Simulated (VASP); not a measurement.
A run of VASP 6.6.1:

INCAR

```
SYSTEM = GaN
PREC = Accurate
ENCUT = 520
EDIFF = 1E-7
ISMEAR = 0
SIGMA = 0.05
LREAL = .FALSE.
LASPH = .TRUE.
NELM = 120
ALGO = Normal
ISIF = 2
LWAVE = .FALSE.
LCHARG = .FALSE.
LDIPOL = .TRUE.
IDIPOL = 3
DIPOL = 0.5 0.5 0.500
GGA = PS
IBRION = 2
NSW = 90
EDIFFG = -0.03
GGA_COMPAT = .FALSE.
NELMIN = 4
NELMDL = -8
```

KPOINTS

```
regular mesh
0
G
  9 9 1
  0 0 0
```

The input POSCAR:

```
GaN
1.0
    3.1825784858      0.0000000000      0.0000000000
   -1.5912892429      2.7561938182      0.0000000000
    0.0000000000      0.0000000000     25.4179595827
N Ga
4 4
Selective dynamics
Direct
    0.3333333333      0.6666666667      0.3344092185  F F F
    0.6666666667      0.3333333333      0.4364124116  F F F
    0.3333333333      0.6666666667      0.5384156047  T T T
    0.6666666667      0.3333333333      0.6404187978  T T T
    0.6666666667      0.3333333333      0.3595812022  F F F
    0.3333333333      0.6666666667      0.4615843953  F F F
    0.6666666667      0.3333333333      0.5635875884  T T T
    0.3333333333      0.6666666667      0.6655907815  T T T
```

Potentials or basis: VASP PAW PBE potentials, release 64 (N, Ga_d).

Command:

```bash
$ cat potpaw_PBE.64/N/POTCAR potpaw_PBE.64/Ga_d/POTCAR > POTCAR
$ mpirun -np 1 vasp_std > vasp.out
```

Hardware: 1 thread of AMD EPYC 9R45 96-Core Processor (Zen 5), with other jobs on the host.

Q: How long does it take, and how much memory?

A: Wall time 17 min on 1 thread of AMD EPYC 9R45 96-Core Processor (Zen 5) (shared host), peak memory 0.35 GiB. Counts: scf iterations 195, k points 12, ion steps 12.
